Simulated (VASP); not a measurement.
# Pt3Br (Pm-3m) in VASP: notebook, part 2 of 2

VASP 6.6.1.

## (3) Single point, PBE

This run uses another cell than the first one, of 17.11 Å³/atom, 0.824 times its volume.

INCAR reads:

```
ALGO = Normal
EDIFF = 1E-6
ENCUT = 520
GGA = PE
ISIF = 2
ISMEAR = 0
LASPH = True
LCHARG = True
LELF = True
LREAL = False
LVHAR = True
LWAVE = False
NBANDS = 26
NELM = 100
PREC = Accurate
SIGMA = 0.1
```

KPOINTS reads:

```
k-points
0
Gamma
  12 12 12
```

POSCAR reads:

```
Pt3Br
1.0
    4.0904124950      0.0000000000      0.0000000000
    0.0000000000      4.0904124950      0.0000000000
    0.0000000000      0.0000000000      4.0904124950
Pt Br
3 1
Direct
    0.5000000000      0.5000000000      0.0000000000
    0.5000000000      0.0000000000      0.5000000000
    0.0000000000      0.5000000000      0.5000000000
    0.0000000000      0.0000000000      0.0000000000
```

Potentials or basis: VASP PAW PBE potentials, release 64 (Pt, Br).

Started as:

```sh
$ cat potpaw_PBE.64/Pt/POTCAR potpaw_PBE.64/Br/POTCAR > POTCAR
$ mpirun -np 1 vasp_std > vasp.out
```

OUTCAR:

```text
EDIFF = 1E-6
   ENCUT = 520
   GGA = PE
   ISIF = 2
   ISMEAR = 0
   LASPH = True
   LREAL = False
   NELM = 100
   PREC = Accurate

 ion  position               nearest neighbor table
   1  0.500  0.500  0.000-   2 2.89   3 2.89   4 2.89   2 2.89   3 2.89   2 2.89   4 2.89   2 2.89
                             3 2.89   4 2.89   3 2.89   4 2.89
   2  0.500  0.000  0.500-   1 2.89   3 2.89   4 2.89   1 2.89   4 2.89   1 2.89   3 2.89   1 2.89
                             3 2.89   4 2.89   4 2.89   3 2.89
   3  0.000  0.500  0.500-   1 2.89   2 2.89   4 2.89   1 2.89   4 2.89   2 2.89   4 2.89   4 2.89
                             1 2.89   2 2.89   1 2.89   2 2.89
   4  0.000  0.000  0.000-   1 2.89   2 2.89   3 2.89   2 2.89   3 2.89   1 2.89   3 2.89   3 2.89
                             1 2.89   2 2.89   2 2.89   1 2.89

  LATTYP: Found a simple cubic cell.
 ALAT       =     4.0904124950

  Lattice vectors:

 A1 = (   4.0904124950,   0.0000000000,   0.0000000000)
 A2 = (   0.0000000000,   4.0904124950,   0.0000000000)
 A3 = (   0.0000000000,   0.0000000000,   4.0904124950)

Analysis of symmetry for initial positions (statically):
=====================================================================
 Subroutine PRICEL returns:
 Original cell was already a primitive cell.

 Routine SETGRP: Setting up the symmetry group for a
 simple cubic supercell.

 Subroutine GETGRP returns: Found 48 space group operations
[... 9 lines left out ...]

 Routine SETGRP: Setting up the symmetry group for a
 simple cubic supercell.

 Subroutine GETGRP returns: Found 48 space group operations
[... 11 lines left out ...]
                                     Primitive cell

  volume of cell :      68.4386

  direct lattice vectors                    reciprocal lattice vectors
     4.090412495  0.000000000  0.000000000     0.244474121  0.000000000  0.000000000
     0.000000000  4.090412495  0.000000000     0.000000000  0.244474121  0.000000000
     0.000000000  0.000000000  4.090412495     0.000000000  0.000000000  0.244474121

  length of vectors
     4.090412495  4.090412495  4.090412495     0.244474121  0.244474121  0.244474121

  position of ions in fractional coordinates (direct lattice)
     0.500000000  0.500000000  0.000000000
     0.500000000  0.000000000  0.500000000
     0.000000000  0.500000000  0.500000000
     0.000000000  0.000000000  0.000000000

  ion indices of the primitive-cell ions
   primitive index   ion index
                 1           1
                 2           2
                 3           3
                 4           4

----------------------------------------------------------------------------------------

 KPOINTS: k-points

Automatic generation of k-mesh.
 Grid dimensions read from file:
 generate k-points for:   12   12   12

 Generating k-lattice:

  Cartesian coordinates                     Fractional coordinates (reciprocal lattice)
     0.020372843  0.000000000  0.000000000     0.083333333  0.000000000  0.000000000
     0.000000000  0.020372843  0.000000000     0.000000000  0.083333333  0.000000000
     0.000000000  0.000000000  0.020372843     0.000000000  0.000000000  0.083333333

  Length of vectors
     0.020372843  0.020372843  0.020372843

  Shift w.r.t. Gamma in fractional coordinates (k-lattice)
     0.000000000  0.000000000  0.000000000

 Subroutine IBZKPT returns following result:
 ===========================================

 Found     84 irreducible k-points:

 Following reciprocal coordinates:
            Coordinates               Weight
  0.000000  0.000000  0.000000      1.000000
  0.083333  0.000000  0.000000      6.000000
  0.166667  0.000000  0.000000      6.000000
  0.250000  0.000000  0.000000      6.000000
  0.333333  0.000000  0.000000      6.000000
  0.416667  0.000000  0.000000      6.000000
[... 16 lines left out ...]
  0.333333  0.333333  0.000000     12.000000
  0.416667  0.333333  0.000000     24.000000
 [... further k-points ...]
   k-points           NKPTS =     84   k-points in BZ     NKDIM =     84   number of bands    NBANDS=     26
   number of dos      NEDOS =    301   number of ions     NIONS =      4
   total plane-waves  NPLWV =  27000
   dimension x,y,z NGX =    30 NGY =   30 NGZ =   30
   dimension x,y,z NGXF=    60 NGYF=   60 NGZF=   60
   ions per type =               3   1
   NGX,Y,Z   is equivalent  to a cutoff of  12.19, 12.19, 12.19 a.u.
   NGXF,Y,Z  is equivalent  to a cutoff of  24.39, 24.39, 24.39 a.u.
 SYSTEM =  unknown system
   PREC   = accura    normal or accurate (medium, high low for compatibility)
   ISTART =      0    job   : 0-new  1-cont  2-samecut
   ICHARG =      2    charge: 1-file 2-atom 10-const
   ISPIN  =      1    spin polarized calculation?
   LNONCOLLINEAR =      F non collinear calculations
   LSORBIT =      F    spin-orbit coupling
   LASPH  =      T    aspherical Exc in radial PAW
   ENCUT  =  520.0 eV  38.22 Ry    6.18 a.u.   7.61  7.61  7.61*2*pi/ulx,y,z
   NELM   =    100;   NELMIN=  2; NELMDL= -5     # of ELM steps
   EDIFF  = 0.1E-05   stopping-criterion for ELM
   LREAL  =      F    real-space projection
   EDIFFG = 0.1E-04   stopping-criterion for IOM
   NSW    =      0    number of steps for IOM
   IBRION =     -1    ionic relax: 0-MD 1-quasi-New 2-CG
   NFREE  =      0    steps in history (QN), initial steepest desc. (CG)
   ISIF   =      2    stress and relaxation
   ISYM   =      2    0-nonsym 1-usesym 2-fastsym
   POTIM  = 0.5000    time-step for ionic-motion
   TEBEG  =    0.0;   TEEND  =   0.0 temperature during run
   PSTRESS=    0.0 pullay stress
   NELECT =      37.0000    total number of electrons
   NUPDOWN=      -1.0000    fix difference up-down
   EMIN   =  10.00;   EMAX   =-10.00  energy-range for DOS
   EFERMI =   0.00;   METHOD = LEGACY
   ISMEAR =     0;   SIGMA  =   0.10  broadening in eV -4-tet -1-fermi 0-gaus
   EFERMI_NEDOS =   21; number of points for ismear=-14 and -15
   IALGO  =     38    algorithm
   IMIX   =      4    mixing-type and parameters
     AMIX     =   0.40;   BMIX     =  1.00
     AMIX_MAG =   1.60;   BMIX_MAG =  1.00
  volume/ion in A,a.u.               =      17.11       115.46
  Fermi-wavevector in a.u.,A,eV,Ry     =   1.333649  2.520232 24.199599  1.778620
  Thomas-Fermi vector in A             =   2.462491
   LORBIT       =      0    0 simple, 1 ext, 2 COOP (PROOUT), +10 PAW based schemes
   GGA     = PE    functional components
   LHFCALC =     F    Hartree Fock is set to
   AEXX    =    0.0000 exact exchange contribution
   IVDW    =     0    specifies the selected vdW correction
   LEPSILON=     F    determine dielectric tensor
   LRPA    =     F    only Hartree local field effects (RPA)
 non-spin polarized calculation
 Gauss-broadening in eV      SIGMA  =   0.10
  energy-cutoff  :      520.00
  volume of cell :       68.44
 maximum number of plane-waves:      1860
   NGX = 15   NGY = 15   NGZ = 15

 number of electron      36.9999988 magnetization

 Free energy of the ion-electron system (eV)
  ---------------------------------------------------
  ext. energy  EPLUGINS =         0.00000000
  ---------------------------------------------------
  free energy    TOTEN  =       -16.86335194 eV

  energy without entropy =      -16.82267242  energy(sigma->0) =      -16.84301218

 E-fermi :   8.8143     XC(G=0): -12.4063

 val. band max:        8.8116281824   @ k =   0.4167   0.3333   0.0833
 cond. band min:       8.8194248366   @ k =   0.5000   0.1667   0.0833
 fundamental gap:      0.0077966541
 Fermi energy:         8.8143381303

 k-point     1 :       0.0000    0.0000    0.0000
  band No.  band energies     occupation
      1      -8.3709      2.00000
      2       1.9702      2.00000
      3       4.0125      2.00000
      4       4.0125      2.00000
      5       4.0125      2.00000
      6       4.0664      2.00000
[... 18 lines left out ...]
     25      14.7895      0.00000
     26      19.8528      0.00000

 k-point     2 :       0.0833    0.0000    0.0000
  band No.  band energies     occupation
      1      -8.3513      2.00000
      2       1.9593      2.00000
      3       3.4208      2.00000
      4       3.7416      2.00000
      5       3.7416      2.00000
      6       4.1320      2.00000
[... 18 lines left out ...]
     25      15.8114      0.00000
[... 608 lines left out ...]
     25      16.9099      0.00000
     26      17.9055      0.00000

 k-point    24 :       0.4167    0.3333    0.0000
  band No.  band energies     occupation
      1      -7.9657      2.00000
      2       1.2277      2.00000
      3       1.7719      2.00000
      4       2.5424      2.00000
      5       4.3962      2.00000
      6       4.9335      2.00000
[... 18 lines left out ...]
     25      16.8757      0.00000
     26      18.3684      0.00000

 [... further k-points ...]

------------------------ aborting loop because EDIFF is reached ----------------------------------------

  FORCE on cell =-STRESS in cart. coord.  units (eV):
  Direction    XX          YY          ZZ          XY          YZ          ZX
  --------------------------------------------------------------------------------------
  -------------------------------------------------------------------------------------
  Total       -0.0912909     -0.0912909     -0.0912909     -0.0000000     -0.0000000      0.0000000
  in kB       -2.1371590     -2.1371590     -2.1371590     -0.0000000     -0.0000000      0.0000000
  external PRESSURE =      -2.1371590 kB  Pullay stress =       0.0000000 kB

 VOLUME and BASIS-vectors are now :
 -----------------------------------------------------------------------------
  energy-cutoff  :      520.00
  volume of cell :       68.44
      direct lattice vectors                 reciprocal lattice vectors
     4.090412495  0.000000000  0.000000000     0.244474121  0.000000000  0.000000000
     0.000000000  4.090412495  0.000000000     0.000000000  0.244474121  0.000000000
     0.000000000  0.000000000  4.090412495     0.000000000  0.000000000  0.244474121

 POSITION                                       TOTAL-FORCE (eV/Angst)
 -----------------------------------------------------------------------------------
      2.04521      2.04521      0.00000         0.000000      0.000000      0.000000
      2.04521      0.00000      2.04521         0.000000      0.000000      0.000000
      0.00000      2.04521      2.04521         0.000000      0.000000      0.000000
      0.00000      0.00000      0.00000         0.000000      0.000000      0.000000
 -----------------------------------------------------------------------------------
    total drift:                                0.000000      0.000000     -0.000000

  FREE ENERGIE OF THE ION-ELECTRON SYSTEM (eV)
  ---------------------------------------------------
  free  energy   TOTEN  =       -16.8633519423 eV

  energy  without entropy=      -16.8226724168  energy(sigma->0) =      -16.84301218
```

stdout:

```text
POSCAR found type information on POSCAR PtBr
 POSCAR found :  2 types and       4 ions
 scaLAPACK will be used
 LDA part: xc-table for (Slater+PW92), standard interpolation
 POSCAR, INCAR and KPOINTS ok, starting setup
 FFT: planning ... GRIDC
 FFT: planning ... GRID_SOFT
 FFT: planning ... GRID
 WAVECAR not read
 entering main loop
```

Wall time 49 s (1 thread of AMD EPYC 9R45 (Zen 5), shared host); peak memory 0.23 GiB.

What came out:

```yaml
Free_energy: -16.8634 eV
Pressure: -0.2 GPa
```

Levels at points of the mesh, in eV from the Fermi level:
```tsv
k point	band 15	band 16	band 17	band 18	band 19	band 20	band 21	band 22
(0.00, 0.00, 0.00)	-0.70	-0.70	0.13	0.52	0.52	0.52	5.47	5.47
(0.50, 0.00, 0.00)	-1.88	-1.50	-0.57	-0.08	-0.08	0.53	2.12	5.19
(0.50, 0.50, 0.00)	-1.96	-1.28	-1.19	0.10	0.10	0.72	2.24	3.84
(0.50, 0.50, 0.50)	-1.37	-1.37	0.02	0.16	0.16	0.16	3.63	3.63
```

Caveat: spin-orbit coupling is left out, which moves the levels of the heavy elements; an odd number of electrons without spin polarisation forces a metal; a magnetic or distorted state may lie lower.

## (4) Relaxation of cell and atoms, PBE

This run uses another cell than the first one, of 17.06 Å³/atom, 0.822 times its volume.

INCAR reads:

```
SYSTEM = Pt3Br
  PREC = Accurate
  ENCUT = 600
  EDIFF = 1E-6
  ISMEAR = 0
  SIGMA = 0.1
  LREAL = .FALSE.
  LASPH = .TRUE.
  NELM = 80
  ALGO = Normal
  ISIF = 3
  LWAVE = .FALSE.
  LCHARG = .FALSE.
  GGA = PE
  IBRION = 2
  NSW = 100
  EDIFFG = -0.01
```

KPOINTS reads:

```
Automatic mesh
0
G
  12 12 12
  0 0 0
```

POSCAR reads:

```
Pt3Br
1.0
    4.0861936717      0.0000000000      0.0000000000
    0.0000000000      4.0861936717      0.0000000000
    0.0000000000      0.0000000000      4.0861936717
Pt Br
3 1
Direct
    0.5000000000      0.5000000000      0.0000000000
    0.5000000000      0.0000000000      0.5000000000
    0.0000000000      0.5000000000      0.5000000000
    0.0000000000      0.0000000000      0.0000000000
```

Potentials or basis: VASP PAW PBE potentials, release 64 (Pt, Br).

Started as:

```sh
$ cat potpaw_PBE.64/Pt/POTCAR potpaw_PBE.64/Br/POTCAR > POTCAR
$ mpirun -np 1 vasp_std > vasp.out
```

OUTCAR:

```text
SYSTEM = Pt3Br
   PREC = Accurate
   ENCUT = 600
   EDIFF = 1E-6
   ISMEAR = 0
   LREAL = .FALSE.
   LASPH = .TRUE.
   NELM = 80
   ISIF = 3
   GGA = PE
   IBRION = 2
   NSW = 100
   EDIFFG = -0.01

 ion  position               nearest neighbor table
   1  0.500  0.500  0.000-   2 2.89   3 2.89   4 2.89   2 2.89   3 2.89   2 2.89   4 2.89   2 2.89
                             3 2.89   4 2.89   3 2.89   4 2.89
   2  0.500  0.000  0.500-   1 2.89   3 2.89   4 2.89   1 2.89   4 2.89   1 2.89   3 2.89   1 2.89
                             3 2.89   4 2.89   4 2.89   3 2.89
   3  0.000  0.500  0.500-   1 2.89   2 2.89   4 2.89   1 2.89   4 2.89   2 2.89   4 2.89   4 2.89
                             1 2.89   2 2.89   1 2.89   2 2.89
   4  0.000  0.000  0.000-   1 2.89   2 2.89   3 2.89   2 2.89   3 2.89   1 2.89   3 2.89   3 2.89
                             1 2.89   2 2.89   2 2.89   1 2.89

  LATTYP: Found a simple cubic cell.
 ALAT       =     4.0861936717

  Lattice vectors:

 A1 = (   4.0861936717,   0.0000000000,   0.0000000000)
 A2 = (   0.0000000000,   4.0861936717,   0.0000000000)
 A3 = (   0.0000000000,   0.0000000000,   4.0861936717)

Analysis of symmetry for initial positions (statically):
=====================================================================
 Subroutine PRICEL returns:
 Original cell was already a primitive cell.

 Routine SETGRP: Setting up the symmetry group for a
 simple cubic supercell.

 Subroutine GETGRP returns: Found 48 space group operations
[... 9 lines left out ...]

 Routine SETGRP: Setting up the symmetry group for a
 simple cubic supercell.

 Subroutine GETGRP returns: Found 48 space group operations
[... 11 lines left out ...]
                                     Primitive cell

  volume of cell :      68.2271

  direct lattice vectors                    reciprocal lattice vectors
     4.086193672  0.000000000  0.000000000     0.244726530  0.000000000  0.000000000
     0.000000000  4.086193672  0.000000000     0.000000000  0.244726530  0.000000000
     0.000000000  0.000000000  4.086193672     0.000000000  0.000000000  0.244726530
[... 115 lines left out ...]
   AEXX    =    0.0000 exact exchange contribution
   IVDW    =     0    specifies the selected vdW correction
   LEPSILON=     F    determine dielectric tensor
   LRPA    =     F    only Hartree local field effects (RPA)
 conjugate gradient relaxation of ions
 non-spin polarized calculation
 Gauss-broadening in eV      SIGMA  =   0.10
  energy-cutoff  :      600.00
  volume of cell :       68.23
 maximum number of plane-waves:      2301
 NGX is ok and might be reduce to    36
   NGX = 17   NGY = 17   NGZ = 17

--------------------------------------- Ionic step        1  -------------------------------------------

 number of electron      37.0000007 magnetization

 Free energy of the ion-electron system (eV)
  ---------------------------------------------------
  ext. energy  EPLUGINS =         0.00000000
  ---------------------------------------------------
  free energy    TOTEN  =       -16.86320146 eV

  energy without entropy =      -16.82272374  energy(sigma->0) =      -16.84296260

------------------------ aborting loop because EDIFF is reached ----------------------------------------

  FORCE on cell =-STRESS in cart. coord.  units (eV):
  Direction    XX          YY          ZZ          XY          YZ          ZX
  --------------------------------------------------------------------------------------
  -------------------------------------------------------------------------------------
  Total        0.1351542      0.1351542      0.1351542     -0.0000000     -0.0000000     -0.0000000
  in kB        3.1738276      3.1738276      3.1738276     -0.0000000     -0.0000000     -0.0000000
  external PRESSURE =       3.1738276 kB  Pullay stress =       0.0000000 kB
[... 63 lines left out ...]
--------------------------------------- Ionic step        3  -------------------------------------------

 number of electron      37.0000007 magnetization

 Free energy of the ion-electron system (eV)
  ---------------------------------------------------
  ext. energy  EPLUGINS =         0.00000000
  ---------------------------------------------------
  free energy    TOTEN  =       -16.86333269 eV

  energy without entropy =      -16.82272442  energy(sigma->0) =      -16.84302856

 E-fermi :   8.8325     XC(G=0): -12.4126

 val. band max:        8.8300053806   @ k =   0.4167   0.3333   0.0833
 cond. band min:       8.8374435644   @ k =   0.5000   0.1667   0.0833
 fundamental gap:      0.0074381837
 Fermi energy:         8.8325178764

 k-point     1 :       0.0000    0.0000    0.0000
  band No.  band energies     occupation
      1      -8.3611      2.00000
      2       1.9793      2.00000
      3       4.0243      2.00000
      4       4.0243      2.00000
      5       4.0243      2.00000
      6       4.0754      2.00000
[... 589 lines left out ...]
     21      10.0250      0.00000
     22      12.5894      0.00000

 [... further k-points ...]

------------------------ aborting loop because EDIFF is reached ----------------------------------------

  FORCE on cell =-STRESS in cart. coord.  units (eV):
  Direction    XX          YY          ZZ          XY          YZ          ZX
  --------------------------------------------------------------------------------------
  -------------------------------------------------------------------------------------
  Total        0.0041997      0.0041997      0.0041997      0.0000000      0.0000000      0.0000000
  in kB        0.0984260      0.0984260      0.0984260      0.0000000      0.0000000      0.0000000
  external PRESSURE =       0.0984260 kB  Pullay stress =       0.0000000 kB
[... 19 lines left out ...]
  FREE ENERGIE OF THE ION-ELECTRON SYSTEM (eV)
  ---------------------------------------------------
  free  energy   TOTEN  =       -16.8633326939 eV

  energy  without entropy=      -16.8227244201  energy(sigma->0) =      -16.84302856

 reached required accuracy - stopping structural energy minimisation
```

Wall time 2.4 min (1 thread of AMD EPYC 9R45 (Zen 5), shared host); peak memory 0.28 GiB.

Results:

| Item | Value |
| --- | --- |
| Free energy | -16.8633 eV |
| Relaxed volume | 17.09 Å³/atom |
| Relaxed cell | a = 4.089 Å, b = 4.089 Å, c = 4.089 Å, α = 90.00°, β = 90.00°, γ = 90.00° |
| Space group after relaxing (to 0.05 Å) | Pm-3m (No. 221) |
| Energy gained by relaxing | 0.0 meV/atom |
| Ionic steps | 3 |
| Pressure after relaxing | 0.0 GPa |

The path:
```csv
step,energy change (eV),largest force (eV/Å),pressure (GPa),volume (Å³)
1,0.0000,0.0000,0.32,68.23
2,0.0001,0.0000,-0.44,68.56
3,-0.0001,0.0000,0.01,68.36
```

Final structure:
```
Pt Br
1.0
     4.08890    0.00000    0.00000
     0.00000    4.08890    0.00000
     0.00000    0.00000    4.08890
Pt Br
3 1
Cartesian
  2.0445 2.0445 0.0000
  2.0445 0.0000 2.0445
  0.0000 2.0445 2.0445
  0.0000 0.0000 0.0000
```

Caveat: spin-orbit coupling is left out, which moves the levels of the heavy elements; an odd number of electrons without spin polarisation forces a metal; a magnetic or distorted state may lie lower.

## (5) Summary

```tsv
task	cell	k mesh	cutoff (eV)	gap on the mesh (eV)	pressure (GPa)
single point	a = 4.363 Å, 4 atoms	4 × 4 × 4	520	none	-17.4
single point	a = 4.090 Å, 4 atoms	12 × 12 × 12	520	none	-0.2
relaxation of cell and atoms	relaxed from a = 4.086 Å, 4 atoms	12 × 12 × 12	600	none	0.0
```

Alike in all rows: level PBE; potentials or basis VASP PAW PBE potentials, release 64 (Pt, Br); no spin polarisation; smearing gaussian 0.1 eV.

Caveats: some runs use coarse meshes; spin-orbit coupling is left out, which moves the levels of the heavy elements; an odd number of electrons without spin polarisation forces a metal; a magnetic or distorted state may lie lower.

Absolute energies hang on the potentials; compare differences alone.
